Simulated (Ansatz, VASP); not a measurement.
**InPd: VASP beside Ansatz**

INCAR

```
SYSTEM = InPd
PREC = Accurate
ENCUT = 520
EDIFF = 1E-6
ISMEAR = 0
SIGMA = 0.1
LREAL = .False.
LASPH = .True.
NELM = 60
ALGO = Normal
ISIF = 2
LWAVE = .False.
LCHARG = .False.
GGA = PE
NBANDS = 18
```

The input KPOINTS:

```
regular mesh
0
Gamma
  14 14 14
  0 0 0
```

The input POSCAR:

```
InPd
1.0
    3.3379911054      0.0000000000      0.0000000000
    0.0000000000      3.3379911054      0.0000000000
    0.0000000000      0.0000000000      3.3379911054
In Pd
1 1
Direct
    0.0000000000      0.0000000000      0.0000000000
    0.5000000000      0.5000000000      0.5000000000
```

Input for Ansatz:

```yaml
crystal:
  lattice:
    - [3.3379911054, 0.0, 0.0]
    - [0.0, 3.3379911054, 0.0]
    - [0.0, 0.0, 3.3379911054]
  atoms:
    - { symbol: In, position: [0.0, 0.0, 0.0] }
    - { symbol: Pd, position: [0.5, 0.5, 0.5] }
basis:
  ecutwfc: 420
kpoints:
  mp_grid: { grid: [14, 14, 14] }
hamiltonian:
  xc: pbe
scf:
  occupations: { method: gaussian, width: 0.1 }
output:
  forces: true
  stress: true
  eigenvalues: true
```

Alike in both runs: task single point; functional PBE; k mesh 14 × 14 × 14; occupations gaussian, width 0.1 eV; no spin polarisation.

|  | VASP | Ansatz |
| --- | --- | --- |
| version | VASP 6.6.1 | Ansatz 0.2.0 |
| potentials or method | VASP PAW PBE potentials, release 64 (In_d, Pd), cutoff 520 eV | scalar-relativistic, plane waves, PAW |
| valence electrons in the cell | 23 | 31 |

```tsv
	VASP	Ansatz	Ansatz less VASP
gap on the k mesh at the Fermi level (eV)	none	none	-
pressure (GPa)	-3.0	-3.0	0.00
```

A gap of «none» marks a metal or a gap that the smearing closes. VASP's potentials hold 23 valence electrons a cell and Ansatz's 31, so a difference there can come from the potentials and not from the codes.
